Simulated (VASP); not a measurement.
## Fe: electric field gradients with PBE

Crystal: Fe.

```
Fe
1.0
     0.00000    1.98057    1.96511
     1.52841    0.00000    1.96511
     1.52841    1.98057    0.00000
Fe
1
Direct
  0.00000 0.00000 0.00000
```

This cell differs from its parent crystal: equal xx and yy strain of +2 %.

```json
{"Program": "VASP 6.6.1", "Task": "electric field gradients", "Functional": "PBE", "Potentials or basis": "VASP PAW PBE potentials, release 64 (Fe)", "Cutoff": "520 eV", "k mesh": "16 × 16 × 16", "Occupations": "fermi-dirac, width 0.05 eV", "Spin": "collinear spin, ferromagnetic start", "Starting moments": "[3.0] μB", "Dipole correction": "no", "Further INCAR settings": "ALGO = Normal; EDIFF = 1e-08; NBANDS = 14"}
```

* Pressure: -6.4 GPa
* Net moment: 2.32 μB per cell
* Site moments: Fe +2.32 μB
* Valence electrons inside the program's atomic spheres: Fe 7.18

Stress tensor (GPa, compression positive):
```
-11.53   0.00   0.00
  0.00  -4.24   0.00
  0.00   0.00  -3.44
```

Levels at points of the mesh, in eV from the Fermi level:
Spin up:
```tsv
k point	band 1	band 2	band 3	band 4	band 5	band 6	band 7	band 8	band 9	band 10
(0.00, 0.00, 0.00)	-8.16	-2.35	-2.30	-1.95	-1.34	-0.94	23.41	25.04	25.19	28.84
(0.50, 0.00, 0.00)	-4.67	-3.03	-1.41	-0.79	0.20	0.33	6.67	18.69	20.51	23.53
(0.50, 0.50, 0.00)	-4.72	-3.57	-0.77	-0.73	0.36	1.12	7.68	16.68	17.70	21.54
(0.50, 0.00, 0.50)	-4.72	-3.58	-0.75	-0.70	0.31	0.97	7.51	16.82	17.85	21.68
(0.00, 0.50, 0.50)	-4.68	-4.48	-0.12	0.06	0.13	7.46	10.79	10.79	13.91	16.15
```
Spin down:
| k point | band 1 | band 2 | band 3 | band 4 | band 5 | band 6 |
| --- | --- | --- | --- | --- | --- | --- |
| (0.00, 0.00, 0.00) | -7.99 | -0.39 | -0.30 | 0.27 | 1.36 | 2.01 |
| (0.50, 0.00, 0.00) | -3.36 | -1.11 | 0.43 | 1.25 | 2.04 | 2.60 |
| (0.50, 0.50, 0.00) | -3.27 | -1.83 | 1.25 | 2.01 | 2.11 | 2.66 |
| (0.50, 0.00, 0.50) | -3.29 | -1.87 | 1.10 | 2.05 | 2.15 | 2.65 |
| (0.00, 0.50, 0.50) | -2.79 | -2.59 | 2.34 | 2.36 | 2.39 | 7.72 |

Electric field gradients, principal values (V/Å²):
| atom | least | middle | greatest (by size) |
| --- | --- | --- | --- |
| 1 Fe | -2.524 | -2.791 | 5.315 |

Run time: 81 s on 1 thread of Intel(R) Xeon(R) 6975P-C (Granite Rapids), on a shared host, peak memory 0.27 GiB.

Caveat: the cell differs from its parent crystal (equal xx and yy strain of +2 %); without QUAD_EFG the Cq values of the log hold for a quadrupole moment of 1 mb, not for the nuclei.
